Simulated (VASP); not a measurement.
# BN: single point with PBEsol

BN:

```
B N
1.0
     7.78852    0.00000    0.00000
     0.00000    7.78852    0.00000
     0.00000    0.00000    7.78852
B N
32 32
Cartesian
  7.2711 0.1735 7.0503
  5.7386 6.7021 5.3620
  2.0526 1.4365 1.6867
  0.1035 4.5597 4.9861
  6.0723 0.3929 1.0544
  5.2176 7.6199 3.2268
  3.4919 3.9863 2.3820
  2.3684 5.4324 4.2336
  3.3266 2.5320 0.1285
  2.0175 2.9599 4.3136
  2.3822 0.3279 7.4414
  2.3305 6.6072 1.9482
  4.5689 1.4237 1.9688
  7.7557 2.3742 5.6092
  4.7087 6.1040 7.2602
  4.7730 6.1646 1.1520
  0.0089 1.5695 3.2220
  0.8117 6.6594 5.8110
  1.0633 4.4627 2.2958
  3.5268 1.8059 5.5797
  5.9936 5.0895 3.2532
  3.2863 6.3598 6.2397
  5.8754 3.9548 1.6883
  4.3821 4.0341 6.0824
  0.1358 2.8850 1.0237
  2.0847 4.1957 6.4185
  7.3678 6.2027 1.3007
  6.8069 5.1801 6.1788
  5.2941 2.5501 4.0192
  1.9588 0.3819 4.0735
  3.0610 5.1833 0.0932
  0.8328 6.6959 3.4587
  7.2134 7.4629 0.6304
  0.5267 0.3295 3.7702
  0.7881 5.9360 2.1329
  7.1478 6.7773 6.1162
  6.4468 2.9253 0.9378
  4.9767 1.2336 3.4067
  3.4303 3.8146 7.2883
  3.0806 5.0667 5.4752
  3.2830 2.3677 1.6226
  2.2613 4.1033 3.3087
  4.9362 7.5461 1.7539
  2.5076 6.8459 3.4732
  5.7081 1.7395 1.0141
  1.1223 3.3878 5.4440
  6.1495 5.3973 1.6712
  4.5944 7.1262 6.1332
  2.5825 1.6155 4.4225
  3.0927 1.4974 6.9760
  3.3919 5.4200 1.5484
  1.4104 4.9111 7.5946
  1.1143 3.9340 0.8596
  6.9734 2.6483 4.0763
  4.9615 3.8137 2.9035
  5.4786 4.9519 6.5460
  0.9321 5.7553 4.6618
  7.5334 1.4624 6.5826
  0.6938 1.9671 2.0348
  1.9931 7.1893 6.3753
  7.2892 4.0865 3.6699
  4.5628 2.7940 5.3057
  5.7160 6.4290 3.9270
  2.2537 0.1041 1.1045
```

```json
{
  "Program": "VASP 6.6.1",
  "Task": "single point",
  "Functional": "PBEsol",
  "Potentials or basis": "VASP PAW PBE potentials, release 64 (B, N)",
  "Cutoff": "520 eV",
  "k mesh": "1 × 1 × 1",
  "Occupations": "fermi-dirac, width 0.05 eV",
  "Spin": "no spin polarisation"
}
```

| Item | Value |
| --- | --- |
| Pressure | -1.6 GPa |
| Largest force | 0.058 eV/Å |
| Band gap on the k mesh | 1.51 eV |

Forces on the atoms (eV/Å):
```
B    0.007  0.029  0.001
B    0.017  0.008  0.002
B   -0.008  0.014  0.016
B   -0.002 -0.013  0.021
B    0.020  0.020 -0.031
B    0.000 -0.016  0.039
B    0.004 -0.007 -0.014
B    0.032 -0.006 -0.028
B    0.008  0.004  0.014
B    0.007  0.005 -0.021
B   -0.002 -0.006  0.000
B    0.009 -0.008 -0.027
B   -0.047  0.005 -0.028
B   -0.004  0.002  0.003
B    0.007 -0.005  0.057
B    0.001 -0.012 -0.020
B   -0.026  0.011  0.010
B   -0.002  0.014  0.021
B   -0.002 -0.029  0.040
B    0.006 -0.026  0.002
B    0.007 -0.007  0.017
B   -0.015  0.013  0.010
B   -0.001  0.001 -0.022
B    0.006  0.010 -0.004
B   -0.002 -0.009 -0.021
B   -0.011 -0.022 -0.031
B    0.000  0.000 -0.014
B    0.029 -0.004  0.005
B    0.028  0.020 -0.009
B    0.045  0.017  0.022
B    0.002  0.023 -0.010
B   -0.030 -0.002 -0.002
N    0.006 -0.003 -0.003
N   -0.038  0.000 -0.005
N    0.011  0.009 -0.006
N   -0.020  0.010  0.003
N    0.011  0.012 -0.012
N    0.006  0.011  0.040
N    0.001  0.000  0.020
N    0.016 -0.020  0.002
N    0.011  0.014  0.018
N   -0.007 -0.001  0.001
N   -0.023 -0.010 -0.020
N    0.028 -0.001  0.009
N   -0.002 -0.030 -0.004
N   -0.001  0.005  0.013
N   -0.008  0.023 -0.018
N    0.003  0.037 -0.018
N   -0.003 -0.027 -0.010
N    0.001 -0.008 -0.005
N    0.000 -0.002  0.016
N   -0.002  0.034 -0.004
N   -0.004 -0.003  0.003
N   -0.014 -0.041  0.013
N   -0.008 -0.017  0.028
N   -0.010 -0.003 -0.001
N   -0.015 -0.012 -0.010
N   -0.020 -0.023 -0.007
N    0.007 -0.003  0.007
N   -0.012  0.005  0.007
N   -0.016  0.035 -0.042
N    0.013  0.008 -0.002
N    0.001  0.000 -0.008
N    0.007 -0.026 -0.001
```

Stress tensor (GPa, compression positive):
```
-4.73  2.57 -0.92
 2.57 -4.58  6.43
-0.92  6.43  4.62
```

Levels at points of the mesh, in eV from the valence-band top:
```
           k point  band 124  band 125  band 126  band 127  band 128  band 129  band 130  band 131  band 132  band 133
(0.00, 0.00, 0.00)     -0.73     -0.60     -0.34     -0.28      0.00      1.51      2.26      2.48      2.81      3.14
```

Wall time 5.4 min on 1 thread of Intel Xeon 8259CL, on a shared host, peak memory 0.48 GiB.

Caveat: the k points lie up to 0.81 Å⁻¹ apart, too coarse for converged energies, forces and pressures; the PAW data sets were made with another functional, which shifts forces and pressure a little.
